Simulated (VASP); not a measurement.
A run of VASP 6.6.1 is set up as follows.

File INCAR:

```
PREC     = Accurate       # precision mode
ENCUT    = 600            # plane-wave cutoff, eV
EDIFF    = 1E-7           # SCF threshold, eV
ISMEAR   = 0              # smearing method
SIGMA    = 0.1            # smearing width, eV
LREAL    = False          # projectors in reciprocal space
LASPH    = True           # aspherical terms in the spheres
NELM     = 60             # most SCF steps
ALGO     = Normal         # electronic algorithm
ISIF     = 3              # what is computed and relaxed
LWAVE    = False          # write WAVECAR
LCHARG   = False          # write CHGCAR
GGA      = PE             # functional
IBRION   = 2              # ionic algorithm
NSW      = 100            # ionic steps
EDIFFG   = -0.01          # ionic threshold
```

Contents of KPOINTS:

```
regular mesh
0
Gamma
  8 8 8
```

The input POSCAR:

```
Sn4Se
1.0
   -3.4094360044      3.4094360044      3.4094360044
    3.4094360044     -3.4094360044      3.4094360044
    3.4094360044      3.4094360044     -3.4094360044
Sn Se
4 1
Direct
    0.0000000000      0.0000000000      0.5000000000
    0.0000000000      0.5000000000      0.0000000000
    0.5000000000      0.0000000000      0.0000000000
    0.5000000000      0.5000000000      0.5000000000
    0.0000000000      0.0000000000      0.0000000000
```

Potentials or basis: VASP PAW PBE potentials, release 64 (Sn_d, Se).

The run is started by

```bash
$ cat potpaw_PBE.64/Sn_d/POTCAR potpaw_PBE.64/Se/POTCAR > POTCAR
$ mpirun -np 1 vasp_std > vasp.out
```

Q: Predict the relaxed volume.

A: 31.51 Å³/atom.

Q: What does it give for the band gap on the k mesh?

A: Zero (band 31 reaches 6.32 eV, above the bottom of band 32 at 4.92 eV).

Q: What does it give for the relaxed cell?

A: a = 5.893 Å, b = 5.893 Å, c = 5.893 Å, α = 109.47°, β = 109.47°, γ = 109.47°.

Step by step:
```
step  energy change (eV)  largest force (eV/Å)  pressure (GPa)  volume (Å³)
   1              0.0000                0.0000           -0.22       158.53
   2             -0.0006                0.0000            0.02       157.54
```

Caveat: spin-orbit coupling is left out, which moves the levels of the heavy elements.
